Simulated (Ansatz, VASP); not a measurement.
# GaP: VASP beside Ansatz

```
Ga P
1.0
     0.00000    2.72525    2.72525
     2.72525    0.00000    2.72525
     2.72525    2.72525    0.00000
Ga P
1 1
Direct
  0.00000 0.00000 0.00000
  0.75000 0.75000 0.75000
```

Alike in both runs: task relaxation of cell and atoms; functional r2SCAN; k mesh 16 × 16 × 16; occupations fermi-dirac, width 0.08 eV; no spin polarisation.

|  | VASP | Ansatz |
| --- | --- | --- |
| version | VASP 6.6.1 | Ansatz 0.2.0 |
| potentials or method | VASP PAW PBE potentials, release 64 (Ga_d, P) | PAW with Ansatz's default frozen-core files, scalar-relativistic |
| plane-wave cutoff (eV) | 600 | 500 |
| valence electrons in the cell | 18 | 18 |

|  | VASP | Ansatz | Ansatz less VASP |
| --- | --- | --- | --- |
| relaxed volume (Å³/atom) | 20.24 | 20.24 | +0.004 |
| relaxed cell length with the largest relative difference (Å) | 3.854 | 3.854 | +0.0003 |

VASP's potentials were made for PBE, not for r2SCAN.
